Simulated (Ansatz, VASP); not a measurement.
**C: VASP beside Ansatz**

```
C
1.0
     7.39800    0.00000    0.00000
    -3.69900    6.40686    0.00000
     0.00000    0.00000   11.00000
C
19
Cartesian
  0.0281 0.0008 0.9033
  1.2549 0.6827 1.0087
  -1.2074 2.1412 0.9061
  -0.0026 2.8622 1.0126
  -2.4368 4.2761 0.9179
  -1.2162 4.9804 0.9294
  2.4847 -0.0010 0.9771
  3.7306 0.7195 0.9752
  1.2098 2.1077 1.3183
  2.5401 2.8801 1.3188
  0.0199 4.2692 0.9794
  1.2656 4.9894 0.9745
  4.9665 0.0083 0.9223
  6.1872 0.7124 0.9137
  3.7528 2.1264 1.0084
  4.9574 2.8472 0.9063
  2.4954 4.3058 1.0075
  3.7225 4.9873 0.9038
  1.8764 2.4953 2.6367
```

Alike in both runs: functional PBE; k mesh 2 × 2 × 1; occupations fermi-dirac, width 0.05 eV; collinear spin.

Ansatz relaxed the structure, and its values are those at the end. VASP's run is a single point on that final structure, the one shown.

|  | VASP | Ansatz |
| --- | --- | --- |
| version | VASP 6.6.1 | Ansatz 0.2.0 |
| potentials or method | VASP PAW PBE potentials, release 64 (C), cutoff 520 eV | scalar-relativistic, plane waves, PAW |
| valence electrons in the cell | 76 | 76 |

```csv
,VASP,Ansatz,Ansatz less VASP
rms of the force components (eV/Å),0.024,0.021,-0.0024
net moment per atom (μB),0.03,0.03,0.000
size of the moment on the site where the two differ most (μB),0.19,0.15,-0.043
```

Site moments also hang on the region over which each program counts them. The functional is the same, so the differences come from potentials, cutoffs and numerics.

The k mesh is coarse, so the values compare programs but aren't converged.
